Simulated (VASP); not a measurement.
# Si16O (a cell with a defect) in VASP: single point with PBE

Aim: the single point of Si16O (a cell with a defect) with PBE.

Everything below comes from runs of VASP 6.6.1. Logs are shortened: lines on timing, memory, paths and dates and some standing lists are left out, and cuts for length are marked.

## (1) The cell of the first run

The cell holds a defect, 17 atoms: a = 7.679 Å, b = 7.679 Å, c = 7.679 Å, α = 60.00°, β = 60.00°, γ = 60.00°.

## (2) Single point, PBE, collinear spin, zero start

Input file INCAR:

```
SYSTEM = Si16O
  PREC = Accurate
  ENCUT = 520
  EDIFF = 1E-6
  ISMEAR = -1
  SIGMA = 0.05
  LREAL = Auto
  LASPH = .True.
  NELM = 150
  ALGO = Normal
  ISIF = 2
  LWAVE = .False.
  LCHARG = .False.
  ISPIN = 2
  MAGMOM = 0 0 0 0 0 0 0 0 0 0 0 0 0 0 0 0 0
  LORBIT = 11
  GGA = PE
  NBANDS = 53
```

Input file KPOINTS:

```
Automatic mesh
0
Gamma
  2 2 2
  0 0 0
```

Input file POSCAR:

```
Si16O
1.0
    0.0000000000      5.4300000000      5.4300000000
    5.4300000000      0.0000000000      5.4300000000
    5.4300000000      5.4300000000      0.0000000000
Si O
16 1
Direct
   -0.0072122468     -0.0191947514      0.0278470534
    0.1196458564      0.1235635359      0.1342281768
   -0.0482523020      0.0436856354      0.4994832413
    0.1257406077      0.0713632597      0.6542396869
   -0.0047499079      0.4929079190      0.0133405157
    0.1225570902      0.6053419890      0.1471138122
    0.0001776243      0.4428754144      0.5201846225
    0.1119534991      0.5743279006      0.6479264273
    0.4930980663      0.0126954880     -0.0008306630
    0.6186152855      0.1220307551      0.1384506446
    0.4971818600     -0.0027010129      0.5133212707
    0.5806673112      0.1760577348      0.6260636280
    0.4966871087      0.4965482505      0.0077349908
    0.6193295580      0.6371894107      0.1186052486
    0.4682407919      0.5475811234      0.4921477901
    0.6251562615      0.6214755985      0.6327645488
    0.9302118785      0.8090647330      0.5751207182
```

Potentials or basis: VASP PAW PBE potentials, release 64 (Si, O).

Command:

```bash
> cat potpaw_PBE.64/Si/POTCAR potpaw_PBE.64/O/POTCAR > POTCAR
> mpirun -np 1 vasp_std > vasp.out
```

OUTCAR:

```text
SYSTEM = Si16O
   PREC = Accurate
   ENCUT = 520
   EDIFF = 1E-6
   ISMEAR = -1
   LREAL = Auto
   LASPH = .True.
   NELM = 150
   ISIF = 2
   ISPIN = 2
   LORBIT = 11
   GGA = PE

 ion  position               nearest neighbor table
   1  0.993  0.981  0.028-  10 2.35   4 2.35   6 2.35   2 2.36
   2  0.120  0.124  0.134-   3 2.32   5 2.32   9 2.34   1 2.36
   3  0.952  0.044  0.499-  17 1.66   2 2.32   4 2.32  12 2.33   8 2.94
   4  0.126  0.071  0.654-   3 2.32   7 2.33  11 2.35   1 2.35
   5  0.995  0.493  0.013-   8 2.32   2 2.32   6 2.34  14 2.36
   6  0.123  0.605  0.147-   5 2.34  13 2.35   1 2.35   7 2.36
   7  0.000  0.443  0.520-   8 2.33   4 2.33   6 2.36  16 2.38
   8  0.112  0.574  0.648-  17 1.66   5 2.32  15 2.32   7 2.33   3 2.94
   9  0.493  0.013  0.999-   2 2.34  10 2.35  14 2.35  12 2.36
  10  0.619  0.122  0.138-  13 2.35   9 2.35   1 2.35  11 2.35
  11  0.497  0.997  0.513-  10 2.35   4 2.35  16 2.36  12 2.38
  12  0.581  0.176  0.626-   3 2.33  15 2.33   9 2.36  11 2.38
  13  0.497  0.497  0.008-  10 2.35   6 2.35  14 2.35  16 2.35
  14  0.619  0.637  0.119-  13 2.35  15 2.35   9 2.35   5 2.36
  15  0.468  0.548  0.492-   8 2.32  12 2.33  16 2.35  14 2.35
  16  0.625  0.621  0.633-  13 2.35  15 2.35  11 2.36   7 2.38
  17  0.930  0.809  0.575-   3 1.66   8 1.66

  LATTYP: Found a face centered cubic cell.
 ALAT       =    10.8600000000

  Lattice vectors:

 A1 = (   0.0000000000,   5.4300000000,   5.4300000000)
 A2 = (   5.4300000000,   0.0000000000,   5.4300000000)
 A3 = (   5.4300000000,   5.4300000000,   0.0000000000)

Analysis of symmetry for initial positions (statically):
=====================================================================
 Subroutine PRICEL returns:
 Original cell was already a primitive cell.

 Routine SETGRP: Setting up the symmetry group for a
 face centered cubic supercell.

 Subroutine GETGRP returns: Found  1 space group operations
 (whereof  1 operations were pure point group operations)
 out of a pool of 48 trial point group operations.

The static configuration has the point symmetry C_1 .

Analysis of symmetry for dynamics (positions and initial velocities):
=====================================================================
 Subroutine PRICEL returns:
 Original cell was already a primitive cell.

 Routine SETGRP: Setting up the symmetry group for a
 face centered cubic supercell.

 Subroutine GETGRP returns: Found  1 space group operations
 (whereof  1 operations were pure point group operations)
 out of a pool of 48 trial point group operations.

The dynamic configuration has the point symmetry C_1 .

Analysis of structural, dynamic, and magnetic symmetry:
=====================================================================
 Subroutine PRICEL returns:
 Original cell was already a primitive cell.

[... 169 lines left out ...]

 E-fermi :   6.1383     XC(G=0):  -9.5327

 val. band max:        5.8798033678   @ k =   0.0000   0.0000   0.0000
 cond. band min:       6.3737301785   @ k =   0.0000   0.0000   0.0000
 fundamental gap:      0.4939268107
 Fermi energy:         6.1383411067

 spin component 1

 k-point     1 :       0.0000    0.0000    0.0000
  band No.  band energies     occupation
      1     -14.4472      1.00000
      2      -5.8117      1.00000
      3      -4.3879      1.00000
      4      -3.6897      1.00000
      5      -3.6672      1.00000
      6      -3.3242      1.00000
[... 389 lines left out ...]
     46      10.2017      0.00000
     47      10.4730      0.00000
 Fermi energy:         6.1383411067

 spin component 2

 k-point     1 :       0.0000    0.0000    0.0000
  band No.  band energies     occupation
      1     -14.4472      1.00000
      2      -5.8117      1.00000
      3      -4.3879      1.00000
      4      -3.6897      1.00000
      5      -3.6672      1.00000
      6      -3.3242      1.00000
[... 389 lines left out ...]
     46      10.2017      0.00000
     47      10.4730      0.00000
 [bands above 47 left out]

------------------------ aborting loop because EDIFF is reached ----------------------------------------

  FORCE on cell =-STRESS in cart. coord.  units (eV):
  Direction    XX          YY          ZZ          XY          YZ          ZX
  --------------------------------------------------------------------------------------
  -------------------------------------------------------------------------------------
  Total        9.0598569      8.4785709      8.4529990     -2.2760756     -3.0302154      2.3155822
  in kB       45.3317447     42.4232322     42.2952812    -11.3885331    -15.1619341     11.5862077
  external PRESSURE =      43.3500860 kB  Pullay stress =       0.0000000 kB

 VOLUME and BASIS-vectors are now :
 -----------------------------------------------------------------------------
  energy-cutoff  :      520.00
  volume of cell :      320.21
      direct lattice vectors                 reciprocal lattice vectors
     0.000000000  5.430000000  5.430000000    -0.092081031  0.092081031  0.092081031
     5.430000000  0.000000000  5.430000000     0.092081031 -0.092081031  0.092081031
     5.430000000  5.430000000  0.000000000     0.092081031  0.092081031 -0.092081031

 POSITION                                       TOTAL-FORCE (eV/Angst)
 -----------------------------------------------------------------------------------
      5.47698      5.54205     10.71661         0.002920     -0.001175     -0.000169
      1.39981      1.37854      1.32063        -0.004021     -0.000231      0.003642
      2.94941      7.88018      5.40520         0.043347     -0.017659      0.054285
      3.94002      4.23529      1.07027         0.000727     -0.009747      0.001799
      2.74893      5.47665      8.08070         0.005706      0.007328      0.002418
      4.08584      1.46431      3.95249        -0.002588      0.002569      0.003719
[... 9 lines left out ...]
      6.81052      6.83051      6.76921         0.007866     -0.002517     -0.004185
      7.51613      8.17396      9.44427         0.001172     -0.034389     -0.029242
 -----------------------------------------------------------------------------------
    total drift:                                0.004252      0.007597      0.001187

  FREE ENERGIE OF THE ION-ELECTRON SYSTEM (eV)
  ---------------------------------------------------
  free  energy   TOTEN  =       -92.6963623514 eV

  energy  without entropy=      -92.6949730718  energy(sigma->0) =      -92.69566771

 total charge

# of ion       s       p       d       tot
------------------------------------------
    1        0.740   0.949   0.000   1.689
    2        0.744   0.977   0.000   1.722
    3        0.742   0.945   0.000   1.687
    4        0.745   0.969   0.000   1.714
    5        0.744   0.977   0.000   1.722
    6        0.739   0.954   0.000   1.693
[... 9 lines left out ...]
   16        0.744   0.936   0.000   1.681
   17        1.576   3.599   0.000   5.175
--------------------------------------------------
tot         13.462  18.891   0.000  32.353

 magnetization (x)

# of ion       s       p       d       tot
------------------------------------------
    1        0.000   0.000   0.000   0.000
    2        0.000   0.000   0.000   0.000
    3        0.000  -0.000   0.000  -0.000
    4       -0.000   0.000   0.000   0.000
    5       -0.000   0.000   0.000   0.000
    6        0.000  -0.000   0.000  -0.000
[... 9 lines left out ...]
   16        0.000   0.000   0.000   0.000
   17       -0.000   0.000   0.000  -0.000
--------------------------------------------------
tot         -0.000  -0.000   0.000  -0.000
```

Run time: 7.7 min. Hardware: 1 thread of Intel Xeon Platinum 8259CL at 2.50GHz (Skylake/Cascade Lake), shared host; peak memory 0.71 GiB.

What came out:

```yaml
Free_energy: -92.6964 eV
Pressure: 4.3 GPa
Largest_force: 0.076 eV/Å
Band_gap_on_the_k_mesh: 0.49 eV
Net_moment: 0.00 μB per cell
Valence_electrons_inside_the_program's_atomic_spheres: Si 1.69, 1.72, 1.71, 1.70, 1.68 (each value once); O 5.17
```

Forces on the atoms (eV/Å):
```
Si   0.003 -0.001  0.000
Si  -0.004  0.000  0.004
Si   0.043 -0.018  0.054
Si   0.001 -0.010  0.002
Si   0.006  0.007  0.002
Si  -0.003  0.003  0.004
Si  -0.003  0.001 -0.001
Si  -0.047  0.058 -0.012
Si  -0.001 -0.001  0.003
Si  -0.002  0.000 -0.001
Si  -0.002 -0.003 -0.009
Si  -0.001  0.003 -0.004
Si  -0.003 -0.003 -0.003
Si   0.004 -0.002  0.000
Si   0.000  0.002 -0.005
Si   0.008 -0.003 -0.004
O    0.001 -0.034 -0.029
```

Caveat: the k points lie up to 0.50 Å⁻¹ apart; semilocal functionals underestimate gaps, and a narrow one can read as zero.
